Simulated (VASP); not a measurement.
Si2Sn: single point with PBE

Crystal: Si2Sn.

```
Si Sn
1.0
    -2.03674    6.22323    2.93702
     2.03674   -6.22323    2.93702
     2.03674    6.22323   -2.93702
Si Sn
4 2
Cartesian
  0.0000 5.3660 2.1188
  2.0367 0.8572 0.8182
  0.0000 0.8572 2.1188
  2.0367 5.3660 0.8182
  2.0367 3.1116 -0.5157
  0.0000 3.1116 3.4527
```

* Program: VASP 6.6.1
* Task: single point
* Functional: PBE
* Potentials or basis: VASP PAW PBE potentials, release 64 (Si, Sn_d)
* Cutoff: 520 eV
* k mesh: 10 × 10 × 10
* Occupations: gaussian, width 0.1 eV
* Spin: no spin polarisation
* Dipole correction: no
* Further INCAR settings: ALGO = Normal; EDIFF = 1e-07; NBANDS = 31

```
Pressure               : -0.1 GPa
Largest force          : 0.003 eV/Å
Band gap on the k mesh : zero (bands 22 and 23 overlap by 0.28 eV)
```

Forces on the atoms (eV/Å):
```
Si   0.000 -0.002  0.001
Si   0.000  0.002 -0.001
Si   0.000  0.002  0.001
Si   0.000 -0.002 -0.001
Sn   0.000  0.000  0.003
Sn   0.000  0.000 -0.003
```

Levels at points of the mesh, in eV from the Fermi level:
| k point | band 18 | band 19 | band 20 | band 21 | band 22 | band 23 | band 24 | band 25 | band 26 | band 27 |
| --- | --- | --- | --- | --- | --- | --- | --- | --- | --- | --- |
| (0.00, 0.00, 0.00) | -3.20 | -2.22 | -0.74 | -0.46 | 0.13 | 0.20 | 0.56 | 1.30 | 1.76 | 2.01 |
| (0.50, 0.00, 0.00) | -2.66 | -2.62 | -2.45 | -1.60 | -0.31 | 0.09 | 0.81 | 1.48 | 2.16 | 2.79 |
| (0.00, 0.50, 0.00) | -4.09 | -3.29 | -2.97 | -1.81 | -1.57 | 0.09 | 2.04 | 2.40 | 2.40 | 2.54 |
| (0.50, 0.50, 0.00) | -4.07 | -2.94 | -2.94 | -2.63 | -2.63 | 0.10 | 0.10 | 2.09 | 2.09 | 2.84 |
| (0.50, 0.50, 0.50) | -3.45 | -2.97 | -2.39 | -1.79 | -0.04 | -0.04 | 0.15 | 1.17 | 2.26 | 2.27 |

It took 14 min on 1 thread of Intel(R) Xeon(R) 6975P-C (Granite Rapids), with other jobs on the host, peak memory 0.83 GiB.

Caveat: semilocal functionals underestimate gaps, so a narrow gap can read as zero; spin-orbit coupling is left out, which moves the levels of the heavy elements.
